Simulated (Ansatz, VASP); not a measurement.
## Two plane-wave programs on C

```
C
1.0
     1.78340   -1.78340    0.00000
     1.78340    0.00000   -1.78340
     8.32241    6.53919    6.53919
C
12
Direct
  0.57639 0.57639 0.27087
  0.96527 0.96527 0.10420
  0.18750 0.18750 0.43753
  0.40974 0.40974 0.77087
  0.79862 0.79862 0.60420
  0.02085 0.02085 0.93753
  0.53472 0.53472 0.39587
  0.92361 0.92361 0.22920
  0.14584 0.14584 0.56253
  0.36807 0.36807 0.89587
  0.75696 0.75696 0.72920
  0.31249 0.31249 0.06253
```

Alike in both runs: task single point; functional PBE; k mesh 10 × 10 × 2; occupations gaussian, width 0.05 eV; no spin polarisation.

|  | VASP | Ansatz |
| --- | --- | --- |
| version | VASP 6.6.1 | Ansatz 0.2.0 |
| potentials or method | VASP PAW PBE potentials, release 64 (C), cutoff 520 eV | scalar-relativistic, plane waves, PAW |
| valence electrons in the cell | 48 | 48 |

```csv
,VASP,Ansatz,Ansatz less VASP
gap on the k mesh at the Fermi level (eV),none,none,-
pressure (GPa),10.6,10.0,-0.65
"traceless stress, the component that is largest in VASP (GPa)",13.41,13.46,+0.046
rms of the force components (eV/Å),1.315,1.321,+0.0056
```

Atom by atom the forces differ by 0.006 eV/Å (rms over components). A gap of «none» marks a metal or a gap that the smearing closes.
